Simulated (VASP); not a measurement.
MoN2:

```
CELL_PARAMETERS angstrom
4.34805 0.00000 0.00000
0.00000 4.34805 0.00000
0.00000 0.00000 2.76746
ATOMIC_POSITIONS crystal
Mo 0.50000 0.50000 0.00000
Mo 0.00000 0.00000 0.00000
N 0.88835 0.38835 0.50000
N 0.11165 0.61165 0.50000
N 0.38835 0.11165 0.50000
N 0.61165 0.88835 0.50000
```

```yaml
Program: VASP 6.6.1
Task: relaxation of volume and atoms at fixed shape
Functional: PBEsol
Potentials_or_basis: VASP PAW PBE potentials, release 64 (Mo_sv, N)
Cutoff: 600 eV
k_mesh: 5 × 5 × 7
Occupations: fermi-dirac, width 0.05 eV
Spin: no spin polarisation
```

At the start: pressure -13.8 GPa; volume 8.72 Å³/atom.

Where does the relaxation end?

Over 6 steps the energy falls by 16.2 meV/atom and the volume is 8.36 Å³/atom (-4.1 %); space group P4/mbm (No. 127, to 0.05 Å).

The path:
```
step  energy change (eV)  largest force (eV/Å)  pressure (GPa)  volume (Å³)
   1              0.0000                0.0916          -13.81        52.32
   2              0.2182                0.8421           31.54        46.83
   3             -0.0926                0.3610           -0.14        50.30
   4             -0.0926                0.3661            0.16        50.26
   5             -0.0875                0.5004            0.07        50.07
   6             -0.0971                0.0015            0.06        50.18
```

Final structure:
```
Mo N
1.0
     4.28799    0.00000    0.00000
     0.00000    4.28799    0.00000
     0.00000    0.00000    2.72923
Mo N
2 4
Direct
  0.50000 0.50000 0.00000
  0.00000 0.00000 0.00000
  0.88708 0.38708 0.50000
  0.11292 0.61292 0.50000
  0.38708 0.11292 0.50000
  0.61292 0.88708 0.50000
```

Caveat: the PAW data sets were made with another functional, which shifts forces and pressure a little.
